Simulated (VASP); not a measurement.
ZrC:

```xyz
2
Lattice="0.0000 2.3502 2.3502 2.3502 0.0000 2.3502 2.3502 2.3502 0.0000" Properties=species:S:1:pos:R:3 pbc="T T T"
Zr    2.3502    2.3502    2.3502
C     0.0000    0.0000    0.0000
```

Base run:

| Item | Value |
| --- | --- |
| Program | VASP 6.6.1 |
| Functional | PBE |
| Potentials or basis | VASP PAW PBE potentials, release 64 (Zr_sv, C) |
| Cutoff | 520 eV |
| k mesh | 21 × 21 × 21 |
| Occupations | fermi-dirac, width 0.05 eV |
| Spin | no spin polarisation |

Its results: band gap on the k mesh zero (bands 8 and 9 overlap by 1.31 eV); pressure 1.4 GPa.

Task: The run is repeated on the same cell with these changes: k mesh from 21 × 21 × 21 to 4 × 4 × 4. What comes out?

Result: Band gap on the k mesh zero (bands 8 and 9 overlap by 1.28 eV); pressure 0.6 GPa.

Caveats: some runs use coarse meshes.
